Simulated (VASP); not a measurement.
Wanted: the native input for a VASP 6.6.1 run.

```
Task                   : single point
Functional             : LDA
Potentials or basis    : VASP PAW LDA potentials, release 64 (Mo_sv)
Cutoff                 : 520 eV
k mesh                 : 22 × 22 × 22
Occupations            : gaussian, width 0.15 eV
Spin                   : no spin polarisation
Dipole correction      : no
Further INCAR settings : ALGO = Fast; EDIFF = 1e-06; NBANDS = 13
```

The structure of Mo lies in POSCAR:

```
Mo
1.0
   -2.0693963771      1.6620471278      1.6620471278
    1.6620471278     -2.0693963771      1.6620471278
    1.6620471278      1.6620471278     -2.0693963771
Mo
1
Direct
    0.0000000000      0.0000000000      0.0000000000
```

These files were run (other wordings do the same):

INCAR

```
ALGO = Fast
EDIFF = 1E-6
ENCUT = 520
GGA = CA
ISIF = 2
ISMEAR = 0
LASPH = True
LCHARG = False
LREAL = False
LWAVE = False
NBANDS = 13
NELM = 60
PREC = Accurate
SIGMA = 0.15
```

KPOINTS

```
k-points
0
Gamma
  22 22 22
```

Potentials or basis: VASP PAW LDA potentials, release 64 (Mo_sv).

Launch:

```bash
$ cat potpaw_LDA.64/Mo_sv/POTCAR > POTCAR
$ mpirun -np 1 vasp_std > vasp.out
```

Results of the run:

The pressure is 4.5 GPa and the band gap on the k mesh is zero (bands 7 and 8 overlap by 3.66 eV).

Caveat: the cell stands under pressure.

Wall time 100 s on 1 thread of AMD EPYC 9R45 96-Core Processor (Zen 5), with other jobs on the host, peak memory 0.28 GiB.
